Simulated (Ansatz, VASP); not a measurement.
Sb3S5: VASP beside Ansatz

```
Sb S
1.0
     3.86218    0.00000    0.00000
    -1.93109    3.34475    0.00000
     0.00000    0.00000   17.15331
Sb S
3 5
Direct
  0.00000 0.00000 0.50000
  0.33333 0.66667 0.10782
  0.66667 0.33333 0.89218
  0.66667 0.33333 0.58719
  0.33333 0.66667 0.41281
  0.66667 0.33333 0.19305
  0.33333 0.66667 0.80695
  0.00000 0.00000 0.00000
```

Alike in both runs: task relaxation of cell and atoms; functional PBE; k mesh 12 × 12 × 2; occupations gaussian, width 0.1 eV; no spin polarisation.

```csv
,VASP,Ansatz
version,VASP 6.6.1,Ansatz 0.2.0
potentials or method,"VASP PAW PBE potentials, release 64 (Sb, S), cutoff 600 eV","scalar-relativistic, plane waves, PAW"
valence electrons in the cell,45,75
```

|  | VASP | Ansatz | Ansatz less VASP |
| --- | --- | --- | --- |
| gap on the k mesh at the Fermi level, each at its own relaxed structure (eV) | none | none | - |
| relaxed volume (Å³/atom) | 27.62 | 27.70 | +0.080 |
| relaxed cell length with the largest relative difference (Å) | 3.858 | 3.862 | +0.0044 |

A gap of «none» marks a metal or a gap that the smearing closes. VASP's potentials hold 45 valence electrons a cell and Ansatz's 75, so a difference there can come from the potentials and not from the codes.

Neither program's run includes spin-orbit coupling.
